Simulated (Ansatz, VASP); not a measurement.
## Se in VASP and in Ansatz

INCAR

```
  ALGO = Normal
  EDIFF = 1E-6
  ENCUT = 520
  GGA = PE
  ISIF = 2
  ISMEAR = -1
  LASPH = T
  LCHARG = T
  LELF = T
  LREAL = F
  LVHAR = T
  LWAVE = F
  NBANDS = 13
  NELM = 100
  PREC = Accurate
  SIGMA = 0.1
```

Contents of KPOINTS:

```
k-points
0
Gamma
  16 16 13
```

The input POSCAR:

```
Se
1.0
    3.8034852428      0.0000000000      0.0000000000
   -1.9017426214      3.2939148432      0.0000000000
    0.0000000000      0.0000000000      3.9956883624
Se
2
Direct
    0.3333333333      0.6666666667      0.2500000000
    0.6666666667      0.3333333333      0.7500000000
```

Input for Ansatz:

```yaml
crystal:
  lattice:
    - [3.8034852428, 0.0, 0.0]
    - [-1.9017426214, 3.2939148432, 0.0]
    - [0.0, 0.0, 3.9956883624]
  atoms:
    - { symbol: Se, position: [0.3333333333, 0.6666666667, 0.25] }
    - { symbol: Se, position: [0.6666666667, 0.3333333333, 0.75] }
hamiltonian:
  xc: pbe
  pseudopotentials:
    kind: paw
    azcp:
      Se: "pseudopotentials/Se.paw.azcp"
basis:
  ecutwfc: 420
  fft_grid_basis: typed
kpoints:
  mp_grid: { grid: [16, 16, 13], shift: [0, 0, 0] }
magnetization:
  spin_polarized: false
scf:
  occupations: { method: fermi_dirac, width: 0.1 }
output:
  stress: true
```

Alike in both runs: task single point; functional PBE; k mesh 16 × 16 × 13; occupations fermi-dirac, width 0.1 eV; no spin polarisation.

```csv
,VASP,Ansatz
version,VASP 6.6.1,Ansatz 0.2.0
potentials or method,"VASP PAW PBE potentials, release 64 (Se), cutoff 520 eV","plane waves (420 eV) with PAW, scalar-relativistic"
valence electrons in the cell,12,32
```

```csv
,VASP,Ansatz,Ansatz less VASP
pressure (GPa),-5.9,-5.9,0.00
"traceless stress, the component that is largest in VASP (GPa)",-2.55,-2.55,-0.002
```

VASP's potentials hold 12 valence electrons a cell and Ansatz's 32, so a difference there can come from the potentials and not from the codes.
